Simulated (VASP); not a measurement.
# C (P6_3/mmc) in VASP: further runs

C is run at these levels: PBE; tasks: single point.

Everything below comes from runs of VASP 6.6.1. Logs are shortened: lines on timing, memory, paths and dates and some standing lists are left out, and cuts for length are marked.

## (1) The cell of the first run

Symmetry: P6_3/mmc, No. 194, hexagonal system. The conventional cell has a = 2.697 Å, b = 2.697 Å, c = 11.963 Å, α = 90.00°, β = 90.00°, γ = 120.00°. C (site symmetry 3m) has 4 C at 1.51 to 1.64 Å within 2.0 Å. C (site symmetry 3m) has 4 C at 1.49 to 1.63 Å within 2.0 Å. Within 2.0 Å of C (site symmetry 3m) lie 4 C at 1.49 to 1.64 Å.

## (2) Single point, PBE

Input file INCAR:

```
SYSTEM = C
ALGO = Normal ; EDIFF = 1E-6
ENCUT = 520 ; GGA = PE
ISIF = 2 ; ISMEAR = 0
LASPH = .TRUE. ; LCHARG = .FALSE.
LREAL = .FALSE. ; LWAVE = .FALSE.
NBANDS = 36 ; NELM = 100
PREC = Accurate ; SIGMA = 0.05
```

Input file KPOINTS:

```
k-points
0
G
  12 12 2
  0 0 0
```

Input file POSCAR:

```
C
1.0
    2.6970000000      0.0000000000      0.0000000000
   -1.3485000000      2.3356705140      0.0000000000
    0.0000000000      0.0000000000     11.9630000000
C
12
Direct
    0.0000000000      0.0000000000      0.1868593266
    0.0000000000      0.0000000000      0.6868593266
    0.0000000000      0.0000000000      0.3131406734
    0.0000000000      0.0000000000      0.8131406734
    0.3333333333      0.6666666667      0.5207665411
    0.6666666667      0.3333333333      0.0207665411
    0.3333333333      0.6666666667      0.9792334589
    0.6666666667      0.3333333333      0.4792334589
    0.3333333333      0.6666666667      0.6450950823
    0.6666666667      0.3333333333      0.1450950823
    0.3333333333      0.6666666667      0.8549049177
    0.6666666667      0.3333333333      0.3549049177
```

Potentials or basis: VASP PAW PBE potentials, release 64 (C).

Launch:

```bash
$ cat potpaw_PBE.64/C/POTCAR > POTCAR
$ mpirun -np 1 vasp_std > vasp.out
```

OUTCAR:

```text
SYSTEM = C
   EDIFF = 1E-6
   ENCUT = 520
   GGA = PE
   ISIF = 2
   ISMEAR = 0
   LASPH = .TRUE.
   LREAL = .FALSE.
   NELM = 100
   PREC = Accurate

 ion  position               nearest neighbor table
   1  0.000  0.000  0.187-   3 1.51  10 1.64  10 1.64  10 1.64
   2  0.000  0.000  0.687-   4 1.51   9 1.64   9 1.64   9 1.64
   3  0.000  0.000  0.313-   1 1.51  12 1.64  12 1.64  12 1.64
   4  0.000  0.000  0.813-   2 1.51  11 1.64  11 1.64  11 1.64
   5  0.333  0.667  0.521-   9 1.49   8 1.63   8 1.63   8 1.63
   6  0.667  0.333  0.021-  10 1.49   7 1.63   7 1.63   7 1.63
   7  0.333  0.667  0.979-  11 1.49   6 1.63   6 1.63   6 1.63
   8  0.667  0.333  0.479-  12 1.49   5 1.63   5 1.63   5 1.63
   9  0.333  0.667  0.645-   5 1.49   2 1.64   2 1.64   2 1.64
  10  0.667  0.333  0.145-   6 1.49   1 1.64   1 1.64   1 1.64
  11  0.333  0.667  0.855-   7 1.49   4 1.64   4 1.64   4 1.64
  12  0.667  0.333  0.355-   8 1.49   3 1.64   3 1.64   3 1.64

  LATTYP: Found a hexagonal cell.
 ALAT       =     2.6970000000
 C/A-ratio  =     4.4356692621

  Lattice vectors:

 A1 = (   2.6970000000,   0.0000000000,   0.0000000000)
 A2 = (  -1.3485000000,   2.3356705140,   0.0000000000)
 A3 = (   0.0000000000,   0.0000000000,  11.9630000000)

Analysis of symmetry for initial positions (statically):
=====================================================================
 Subroutine PRICEL returns:
 Original cell was already a primitive cell.

 Routine SETGRP: Setting up the symmetry group for a
 hexagonal supercell.

 Subroutine GETGRP returns: Found 24 space group operations
 (whereof 12 operations were pure point group operations)
 out of a pool of 24 trial point group operations.

The static configuration has the point symmetry D_3d.
 The point group associated with its full space group is D_6h.

Analysis of symmetry for dynamics (positions and initial velocities):
=====================================================================
 Subroutine PRICEL returns:
 Original cell was already a primitive cell.

 Routine SETGRP: Setting up the symmetry group for a
 hexagonal supercell.

 Subroutine GETGRP returns: Found 24 space group operations
 (whereof 12 operations were pure point group operations)
 out of a pool of 24 trial point group operations.

The dynamic configuration has the point symmetry D_3d.
 The point group associated with its full space group is D_6h.

 Subroutine INISYM returns: Found 24 space group operations
 (whereof 12 operations are pure point group operations),
 and found     1 'primitive' translations

----------------------------------------------------------------------------------------

                                     Primitive cell

  volume of cell :      75.3586

  direct lattice vectors                    reciprocal lattice vectors
     2.697000000  0.000000000  0.000000000     0.370782351  0.214071290  0.000000000
    -1.348500000  2.335670514  0.000000000     0.000000000  0.428142580  0.000000000
     0.000000000  0.000000000 11.963000000     0.000000000  0.000000000  0.083591072

  length of vectors
     2.697000000  2.697000000 11.963000000     0.428142580  0.428142580  0.083591072

  position of ions in fractional coordinates (direct lattice)
     0.000000000  0.000000000  0.186859327
     0.000000000  0.000000000  0.686859327
     0.000000000  0.000000000  0.313140673
     0.000000000  0.000000000  0.813140673
     0.333333333  0.666666667  0.520766541
     0.666666667  0.333333333  0.020766541
     0.333333333  0.666666667  0.979233459
     0.666666667  0.333333333  0.479233459
     0.333333333  0.666666667  0.645095082
     0.666666667  0.333333333  0.145095082
     0.333333333  0.666666667  0.854904918
     0.666666667  0.333333333  0.354904918

  ion indices of the primitive-cell ions
   primitive index   ion index
                 1           1
                 2           2
                 3           3
                 4           4
                 5           5
                 6           6
                 7           7
                 8           8
                 9           9
                10          10
                11          11
                12          12

----------------------------------------------------------------------------------------

 KPOINTS: k-points

Automatic generation of k-mesh.
 Grid dimensions read from file:
 generate k-points for:   12   12    2

 Generating k-lattice:

  Cartesian coordinates                     Fractional coordinates (reciprocal lattice)
     0.030898529  0.017839274  0.000000000     0.083333333 -0.000000000  0.000000000
     0.000000000  0.035678548  0.000000000     0.000000000  0.083333333  0.000000000
     0.000000000  0.000000000  0.041795536     0.000000000  0.000000000  0.500000000

  Length of vectors
     0.035678548  0.035678548  0.041795536

  Shift w.r.t. Gamma in fractional coordinates (k-lattice)
     0.000000000  0.000000000  0.000000000

 Subroutine IBZKPT returns following result:
 ===========================================

 Found     38 irreducible k-points:

 Following reciprocal coordinates:
            Coordinates               Weight
  0.000000  0.000000  0.000000      1.000000
  0.083333  0.000000  0.000000      6.000000
  0.166667  0.000000  0.000000      6.000000
  0.250000  0.000000  0.000000      6.000000
  0.333333  0.000000  0.000000      6.000000
  0.416667 -0.000000  0.000000      6.000000
[... 16 lines left out ...]
  0.250000  0.000000  0.500000      6.000000
  0.333333  0.000000  0.500000      6.000000
 [... further k-points ...]
   k-points           NKPTS =     38   k-points in BZ     NKDIM =     38   number of bands    NBANDS=     36
   number of dos      NEDOS =    301   number of ions     NIONS =     12
   total plane-waves  NPLWV =  36000
   dimension x,y,z NGX =    20 NGY =   20 NGZ =   90
   dimension x,y,z NGXF=    40 NGYF=   40 NGZF=  180
   ions per type =              12
   NGX,Y,Z   is equivalent  to a cutoff of  12.33, 12.33, 12.51 a.u.
   NGXF,Y,Z  is equivalent  to a cutoff of  24.66, 24.66, 25.01 a.u.
 SYSTEM =  C
   PREC   = accura    normal or accurate (medium, high low for compatibility)
   ISTART =      0    job   : 0-new  1-cont  2-samecut
   ICHARG =      2    charge: 1-file 2-atom 10-const
   ISPIN  =      1    spin polarized calculation?
   LNONCOLLINEAR =      F non collinear calculations
   LSORBIT =      F    spin-orbit coupling
   LASPH  =      T    aspherical Exc in radial PAW
   ENCUT  =  520.0 eV  38.22 Ry    6.18 a.u.   5.01  5.01 22.24*2*pi/ulx,y,z
   NELM   =    100;   NELMIN=  2; NELMDL= -5     # of ELM steps
   EDIFF  = 0.1E-05   stopping-criterion for ELM
   LREAL  =      F    real-space projection
   EDIFFG = 0.1E-04   stopping-criterion for IOM
   NSW    =      0    number of steps for IOM
   IBRION =     -1    ionic relax: 0-MD 1-quasi-New 2-CG
   NFREE  =      0    steps in history (QN), initial steepest desc. (CG)
   ISIF   =      2    stress and relaxation
   ISYM   =      2    0-nonsym 1-usesym 2-fastsym
   POTIM  = 0.5000    time-step for ionic-motion
   TEBEG  =    0.0;   TEEND  =   0.0 temperature during run
   PSTRESS=    0.0 pullay stress
   NELECT =      48.0000    total number of electrons
   NUPDOWN=      -1.0000    fix difference up-down
   EMIN   =  10.00;   EMAX   =-10.00  energy-range for DOS
   EFERMI =   0.00;   METHOD = LEGACY
   ISMEAR =     0;   SIGMA  =   0.05  broadening in eV -4-tet -1-fermi 0-gaus
   EFERMI_NEDOS =   21; number of points for ismear=-14 and -15
   IALGO  =     38    algorithm
   IMIX   =      4    mixing-type and parameters
     AMIX     =   0.40;   BMIX     =  1.00
     AMIX_MAG =   1.60;   BMIX_MAG =  1.00
  volume/ion in A,a.u.               =       6.28        42.38
  Fermi-wavevector in a.u.,A,eV,Ry     =   1.408568  2.661807 26.994812  1.984063
  Thomas-Fermi vector in A             =   2.530712
   LORBIT       =      0    0 simple, 1 ext, 2 COOP (PROOUT), +10 PAW based schemes
   GGA     = PE    functional components
   LHFCALC =     F    Hartree Fock is set to
   AEXX    =    0.0000 exact exchange contribution
   IVDW    =     0    specifies the selected vdW correction
   LEPSILON=     F    determine dielectric tensor
   LRPA    =     F    only Hartree local field effects (RPA)
 non-spin polarized calculation
 Gauss-broadening in eV      SIGMA  =   0.05
  energy-cutoff  :      520.00
  volume of cell :       75.36
 maximum number of plane-waves:      2058
 NGX is ok and might be reduce to    20
   NGX =  9   NGY =  9   NGZ = 45

 number of electron      48.0000000 magnetization

 Free energy of the ion-electron system (eV)
  ---------------------------------------------------
  ext. energy  EPLUGINS =         0.00000000
  ---------------------------------------------------
  free energy    TOTEN  =      -106.54922224 eV

  energy without entropy =     -106.54922224  energy(sigma->0) =     -106.54922224

 E-fermi :   8.7478     XC(G=0): -12.7357

 val. band max:        8.5396834879   @ k =   0.0000   0.0000   0.0000
 cond. band min:      11.5167250839   @ k =   0.5000   0.0000   0.0000
 fundamental gap:      2.9770415960
 Fermi energy:         8.7478154289

 k-point     1 :       0.0000    0.0000    0.0000
  band No.  band energies     occupation
      1     -11.9033      2.00000
      2     -11.1024      2.00000
      3     -11.0628      2.00000
      4      -8.6852      2.00000
      5      -8.6359      2.00000
      6      -5.2301      2.00000
[... 28 lines left out ...]
     35      14.6822      0.00000
     36      14.9374      0.00000
[... 866 lines left out ...]
      6      -4.9888      2.00000
[... 28 lines left out ...]
     35      18.1870      0.00000
     36      18.1872      0.00000

 [... further k-points ...]

------------------------ aborting loop because EDIFF is reached ----------------------------------------

  FORCE on cell =-STRESS in cart. coord.  units (eV):
  Direction    XX          YY          ZZ          XY          YZ          ZX
  --------------------------------------------------------------------------------------
  -------------------------------------------------------------------------------------
  Total      -30.0502832    -30.0502832     19.3901712      0.0000000      0.0000000      0.0000000
  in kB     -638.8906374   -638.8906374    412.2489876      0.0000000      0.0000000      0.0000000
  external PRESSURE =    -288.5107624 kB  Pullay stress =       0.0000000 kB

 VOLUME and BASIS-vectors are now :
 -----------------------------------------------------------------------------
  energy-cutoff  :      520.00
  volume of cell :       75.36
      direct lattice vectors                 reciprocal lattice vectors
     2.697000000  0.000000000  0.000000000     0.370782351  0.214071290  0.000000000
    -1.348500000  2.335670514  0.000000000     0.000000000  0.428142580  0.000000000
     0.000000000  0.000000000 11.963000000     0.000000000  0.000000000  0.083591072

 POSITION                                       TOTAL-FORCE (eV/Angst)
 -----------------------------------------------------------------------------------
      0.00000      0.00000      2.23540         0.000000     -0.000000     -0.450768
      0.00000      0.00000      8.21690        -0.000000      0.000000     -0.450768
      0.00000      0.00000      3.74610         0.000000     -0.000000      0.450768
      0.00000      0.00000      9.72760        -0.000000      0.000000      0.450768
     -0.00000      1.55711      6.22993         0.000000      0.000000     -0.437783
      1.34850      0.77856      0.24843         0.000000     -0.000000     -0.437783
     -0.00000      1.55711     11.71457        -0.000000     -0.000000      0.437783
      1.34850      0.77856      5.73307         0.000000      0.000000      0.437783
     -0.00000      1.55711      7.71727        -0.000000      0.000000      0.143437
      1.34850      0.77856      1.73577        -0.000000      0.000000      0.143437
     -0.00000      1.55711     10.22723         0.000000      0.000000     -0.143437
      1.34850      0.77856      4.24573        -0.000000     -0.000000     -0.143437
 -----------------------------------------------------------------------------------
    total drift:                               -0.000000      0.000000      0.000000

  FREE ENERGIE OF THE ION-ELECTRON SYSTEM (eV)
  ---------------------------------------------------
  free  energy   TOTEN  =      -106.5492222402 eV

  energy  without entropy=     -106.5492222402  energy(sigma->0) =     -106.54922224
```

It took 2.2 min on 1 thread of AMD EPYC 7R13, shared host; peak memory 0.18 GiB.

Results:

| Item | Value |
| --- | --- |
| Free energy | -106.5492 eV |
| Pressure | -28.9 GPa |
| Largest force | 0.451 eV/Å |
| Band gap on the k mesh | 2.98 eV (least direct gap 3.95 eV) |

Forces in eV/Å, atoms in the order of the input:
```
C    0.000  0.000 -0.451
C    0.000  0.000 -0.451
C    0.000  0.000  0.451
C    0.000  0.000  0.451
C    0.000  0.000 -0.438
C    0.000  0.000 -0.438
C    0.000  0.000  0.438
C    0.000  0.000  0.438
C    0.000  0.000  0.143
C    0.000  0.000  0.143
C    0.000  0.000 -0.143
C    0.000  0.000 -0.143
```

Stress tensor (GPa, compression positive):
```
-63.89   0.00   0.00
  0.00 -63.89   0.00
  0.00   0.00  41.22
```

Levels at points of the mesh, in eV from the valence-band top:
| k point | band 22 | band 23 | band 24 | band 25 | band 26 | band 27 |
| --- | --- | --- | --- | --- | --- | --- |
| (0.00, 0.00, 0.00) | -0.60 | 0.00 | 0.00 | 3.95 | 3.95 | 4.79 |
| (0.50, 0.00, 0.00) | -3.73 | -3.36 | -2.23 | 2.98 | 3.66 | 3.91 |
| (0.00, 0.00, 0.50) | -0.49 | -0.49 | -0.49 | 4.50 | 4.50 | 4.50 |
| (0.50, 0.00, 0.50) | -3.38 | -2.71 | -2.71 | 3.18 | 3.18 | 4.76 |

Caveat: the stress differs along the axes, from -64 to 41 GPa. A k mesh can miss the band edges.

(Part 1 of 2 ends here.)
